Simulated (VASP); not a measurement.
## Co: single point with PBEsol

The system is Co.

```xyz
4
Lattice="2.4651 0.0000 0.0000 -1.2326 2.1349 0.0000 0.0000 0.0000 8.0001" Properties=species:S:1:pos:R:3 pbc="T T T"
Co    0.0000    0.0000    0.0000
Co    0.0000    1.4233    2.0000
Co    0.0000    0.0000    4.0000
Co    1.2326    0.7116    6.0000
```

- Program: VASP 6.6.1
- Task: single point
- Functional: PBEsol
- Potentials or basis: VASP PAW PBE potentials, release 64 (Co)
- Cutoff: 520 eV
- k mesh: 18 × 18 × 6
- Occupations: gaussian, width 0.1 eV
- Spin: collinear spin, ferromagnetic start
- Starting moments: [1.81, 1.83, 1.81, 1.83] μB

* Pressure: -3.9 GPa
* Net moment: 6.39 μB per cell
* Site moments: Co +1.60, +1.61 (each value once) μB
* Valence electrons inside the program's atomic spheres: Co 8.33

Stress tensor (GPa, compression positive):
```
-3.83  0.00  0.00
 0.00 -3.83  0.00
 0.00  0.00 -3.94
```

Levels at points of the mesh, in eV from the Fermi level:
Spin up:
| k point | band 20 | band 21 | band 22 | band 23 | band 24 | band 25 |
| --- | --- | --- | --- | --- | --- | --- |
| (0.00, 0.00, 0.00) | -1.13 | -1.13 | -0.72 | -0.72 | -0.27 | 6.50 |
| (0.50, 0.00, 0.00) | -0.46 | 0.20 | 1.34 | 2.52 | 3.14 | 7.14 |
| (0.00, 0.00, 0.50) | -1.62 | -0.90 | -0.90 | -0.90 | -0.90 | 9.54 |
| (0.50, 0.00, 0.50) | -0.51 | 1.26 | 1.26 | 2.83 | 2.83 | 7.49 |
Spin down:
| k point | band 11 | band 12 | band 13 | band 14 | band 15 | band 16 | band 17 | band 18 |
| --- | --- | --- | --- | --- | --- | --- | --- | --- |
| (0.00, 0.00, 0.00) | -1.13 | -0.89 | -0.89 | -0.84 | -0.84 | -0.23 | 0.01 | 0.01 |
| (0.50, 0.00, 0.00) | -0.82 | -0.14 | -0.11 | 0.52 | 1.18 | 1.21 | 1.24 | 1.25 |
| (0.00, 0.00, 0.50) | -1.11 | -1.11 | -1.00 | -1.00 | -1.00 | -1.00 | 0.20 | 0.20 |
| (0.50, 0.00, 0.50) | -0.89 | -0.89 | -0.24 | -0.24 | 0.82 | 0.82 | 1.20 | 1.20 |

Run time: 5.5 min on 1 thread of Intel(R) Xeon(R) Platinum 8375C CPU @ 2.90GHz (Ice Lake), on a shared host, peak memory 0.34 GiB.

Caveat: the cell stands under tension; the PAW data sets were made with another functional, which shifts forces and pressure a little.
